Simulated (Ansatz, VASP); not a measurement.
## Mo3P3H: VASP beside Ansatz

```
CELL_PARAMETERS angstrom
3.17414 0.00000 0.00000
0.00000 3.20623 0.00000
0.00000 0.00000 25.47892
ATOMIC_POSITIONS crystal
Mo 0.00000 0.50000 0.33361
Mo 0.00000 0.00000 0.44259
Mo 0.00000 0.50000 0.55013
P 0.50000 0.00000 0.36994
P 0.50000 0.50000 0.47929
P 0.50000 0.00000 0.59073
H 0.50000 0.00000 0.65874
```

Alike in both runs: task single point; functional PBEsol; k mesh 9 × 9 × 1; occupations gaussian, width 0.1 eV; no spin polarisation.

|  | VASP | Ansatz |
| --- | --- | --- |
| version | VASP 6.6.1 | Ansatz 0.2.0 |
| potentials or method | VASP PAW PBE potentials, release 64 (Mo_sv, P, H), cutoff 400 eV | scalar-relativistic, plane waves, PAW |
| valence electrons in the cell | 58 | 58 |

Ansatz gave:

- gap on the k mesh at the Fermi level (eV): none
- rms of the force components (eV/Å): 1.043
- work function, face that differs most (eV): 4.59

Q: What did VASP give for the same quantities?

A: gap on the k mesh at the Fermi level (eV): none; rms of the force components (eV/Å): 1.041; work function, face that differs most (eV): 4.58.

VASP's potentials were made for PBE, not for PBEsol. A gap of «none» marks a metal or a gap that the smearing closes.
